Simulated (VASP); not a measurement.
SbSe5, 6 atoms in the cell. Symmetry: F-43m, No. 216, cubic system. The conventional cell has a = 8.078 Å, b = 8.078 Å, c = 8.078 Å, α = 90.00°, β = 90.00°, γ = 90.00°. Sb (site symmetry -43m) has 16 Se at 3.36 to 3.50 Å within 4.4 Å. Within 3.6 Å of Se (site symmetry 3m) lie 9 Se at 2.74 to 3.34 Å and 3 Sb at 3.36 Å. Se (site symmetry -43m) has 12 Se at 3.34 Å and 4 Sb at 3.50 Å within 4.4 Å. The cell was built from a structure type or drawn by symmetry, and may not be a known phase.

* Program: VASP 6.6.1
* Task: single point
* Functional: PBE
* Potentials or basis: VASP PAW PBE potentials, release 64 (Sb, Se)
* Cutoff: 500 eV
* k mesh: 3 × 3 × 3
* Occupations: gaussian, width 0.2 eV
* Spin: no spin polarisation
* Dipole correction: no
* Further INCAR settings: ALGO = Normal; EDIFF = 1e-06; NBANDS = 26

Potentials or basis: VASP PAW PBE potentials, release 64 (Sb, Se).

The run is started by

```sh
$ cat potpaw_PBE.64/Sb/POTCAR potpaw_PBE.64/Se/POTCAR > POTCAR
$ mpirun -np 1 vasp_std > vasp.out
```

Hardware: 1 thread of AMD EPYC 9R45 96-Core Processor (Zen 5), on a shared host.

Estimate the wall time of this run.

It took 11 s on 1 thread of AMD EPYC 9R45 96-Core Processor (Zen 5) (shared host), peak memory 0.21 GiB. Counts: scf iterations 12, k points 4.
